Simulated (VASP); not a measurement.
Runs of VASP 6.6.1 on Pd. The structure is that of space group Fm-3m (No. 225), or close to it. The cells are those of the table. 

| task | cell | k mesh | cutoff (eV) | gap on the mesh (eV) | pressure (GPa) | relaxed volume (Å³/atom) |
| --- | --- | --- | --- | --- | --- | --- |
| relaxation of cell and atoms | relaxed from a = 2.742 Å, angles 60.0°, 1 atom | 18 × 18 × 18 | 600 | none | 0.0 | 14.52 |
| single point | a = 2.742 Å, angles 60.0°, 1 atom | 8 × 8 × 8 | 520 | none | (a) | - |
| relaxation of cell and atoms | relaxed from a = 2.812 Å, angles 60.0°, 1 atom | 8 × 8 × 8 | 600 | none | -0.4 | 14.62 |
| single point | a = 2.812 Å, angles 60.0°, 1 atom | 8 × 8 × 8 | 520 | none | -12.3 | - |
| single point | a = 2.740 Å, angles 60.0°, 1 atom | 18 × 18 × 18 | 520 | none | (b) | - |

Alike in all rows: level PBEsol; potentials or basis VASP PAW PBE potentials, release 64 (Pd); no spin polarisation; smearing gaussian 0.1 eV.

Task: Estimate the missing entries.

Result: (a) 0.1; (b) -0.3.

Caveats: the PAW data sets were made with another functional, which shifts forces and pressure a little.

A k mesh can miss the band edges, and the runs leave out spin-orbit coupling on Pd.

A gap of «none» marks levels without a gap at the run's occupations.
